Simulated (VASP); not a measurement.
A run of VASP 6.6.1 is set up as follows.

The input INCAR:

```
SYSTEM = Li2ZrP2
PREC     = Accurate       ! precision mode
ENCUT    = 520            ! plane-wave cutoff, eV
EDIFF    = 1E-6           ! SCF threshold, eV
ISMEAR   = 0              ! smearing method
SIGMA    = 0.1            ! smearing width, eV
LREAL    = .FALSE.        ! projectors in reciprocal space
LASPH    = .TRUE.         ! aspherical terms in the spheres
NELM     = 100            ! most SCF steps
ALGO     = Normal         ! electronic algorithm
ISIF     = 2              ! what is computed and relaxed
LWAVE    = .FALSE.        ! write WAVECAR
LCHARG   = .TRUE.         ! write CHGCAR
GGA      = PE             ! functional
LELF     = .TRUE.         ! ELF
LVHAR    = .TRUE.       
NBANDS   = 22             ! bands
```

KPOINTS

```
regular mesh
0
G
  6 6 6
  0 0 0
```

The input POSCAR:

```
Li2ZrP2
1.0
   -2.1721078026      2.1721078026      3.9368067434
    2.1721078026     -2.1721078026      3.9368067434
    2.1721078026      2.1721078026     -3.9368067434
Li Zr P
2 1 2
Direct
    0.3596457871      0.3596457871      0.0000000000
    0.6403542129      0.6403542129      0.0000000000
    0.0000000000      0.0000000000      0.0000000000
    0.2500000000      0.7500000000      0.5000000000
    0.7500000000      0.2500000000      0.5000000000
```

Potentials or basis: VASP PAW PBE potentials, release 64 (Li_sv, Zr_sv, P).

Command:

```sh
$ cat potpaw_PBE.64/Li_sv/POTCAR potpaw_PBE.64/Zr_sv/POTCAR potpaw_PBE.64/P/POTCAR > POTCAR
$ mpirun -np 1 vasp_std > vasp.out
```

(1) Predict the band gap on the k mesh.

(2) What does it give for the largest force?

Answers

(1) zero (bands 14 and 15 overlap by 0.75 eV).

(2) 0.032 eV/Å.
